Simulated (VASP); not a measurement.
Here is a VASP 6.6.1 calculation.

POSCAR

```
BaS
1.0
    5.3844481214      0.0000000000      0.0000000000
   -2.6922240607      4.6630688585      0.0000000000
    0.0000000000      0.0000000000      6.3816974437
Ba S
2 2
Direct
    0.3333333333      0.6666666667      0.2500000000
    0.6666666667      0.3333333333      0.7500000000
    0.6666666667      0.3333333333      0.2500000000
    0.3333333333      0.6666666667      0.7500000000
```

INCAR.step1

```
PREC = Accurate
ENCUT = 520
ISMEAR = -1
SIGMA = 0.02
LREAL = False
LASPH = True
NELM = 100
NBANDS = 24
GGA = PE
ALGO = Normal
EDIFF = 1E-4
LWAVE = True
LCHARG = False
```

The input INCAR.step2:

```
PREC = Accurate
ENCUT = 520
EDIFF = 1E-6
ISMEAR = -1
SIGMA = 0.02
LREAL = False
LASPH = True
NELM = 100
ALGO = Normal
ISIF = 2
LWAVE = False
LCHARG = False
METAGGA = R2SCAN
LMIXTAU = True
NBANDS = 24
ISTART = 1
```

The input KPOINTS:

```
regular mesh
0
Gamma
  6 6 4
```

Potentials or basis: VASP PAW PBE potentials, release 64 (Ba_sv, S).

The run is started by

```console
$ cat potpaw_PBE.64/Ba_sv/POTCAR potpaw_PBE.64/S/POTCAR > POTCAR
$ cp INCAR.step1 INCAR
$ mpirun -np 1 vasp_std > vasp.out
$ cp INCAR.step2 INCAR
$ mpirun -np 1 vasp_std > vasp.out
```

Q: Predict the band gap on the k mesh.

A: 2.82 eV, indirect (least direct gap 2.97 eV).

Q: Estimate the pressure.

A: 0.4 GPa.

Stress tensor (GPa, compression positive):
```
0.37 0.00 0.00
0.00 0.37 0.00
0.00 0.00 0.51
```

Caveat: the PAW data sets were made with another functional, which shifts forces and pressure a little; spin-orbit coupling is left out, which moves the levels of the heavy elements. r2SCAN opens gaps a little over a GGA but as a rule still falls short of measured ones.
